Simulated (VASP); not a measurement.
**C: single point with LDA**

The system is C.

```
CELL_PARAMETERS angstrom
0.00000 1.87849 1.74737
1.87849 0.00000 1.74737
1.87849 1.87849 0.00000
ATOMIC_POSITIONS crystal
C 0.50000 0.50000 0.50000
C 0.75000 0.75000 0.75000
```

This cell differs from its parent crystal: volume 6.166 Å^3 an atom, c/a of the conventional cell 0.9302.

* Program: VASP 6.6.1
* Task: single point
* Functional: LDA
* Potentials or basis: VASP PAW LDA potentials, release 64 (C)
* Cutoff: 520 eV
* k mesh: 12 × 12 × 12
* Occupations: gaussian, width 0.05 eV
* Spin: no spin polarisation
* Dipole correction: no
* Further INCAR settings: ALGO = Normal; EDIFF = 1e-06; NBANDS = 11

| Quantity | Value |
| --- | --- |
| Pressure | -41.7 GPa |
| Band gap on the k mesh | 2.25 eV, indirect (least direct gap 4.16 eV) |

Stress tensor (GPa, compression positive):
```
-60.52   0.00   0.00
  0.00 -60.52   0.00
  0.00   0.00  -3.99
```

Levels at points of the mesh, in eV from the valence-band top:
```csv
k point,band 2,band 3,band 4,band 5,band 6,band 7
"(0.00, 0.00, 0.00)",-0.95,-0.95,0.00,4.16,5.00,5.00
"(0.50, 0.00, 0.00)",-13.09,-3.77,-2.65,6.24,7.12,8.61
"(0.50, 0.50, 0.00)",-11.96,-7.07,-7.07,2.85,2.85,14.96
"(0.50, 0.00, 0.50)",-13.01,-6.07,-6.07,4.45,4.45,14.42
```

Run time: 16 s on 1 thread of Intel(R) Xeon(R) Platinum 8488C (Sapphire Rapids) (shared host), peak memory 0.12 GiB.

 A k mesh can miss the band edges.
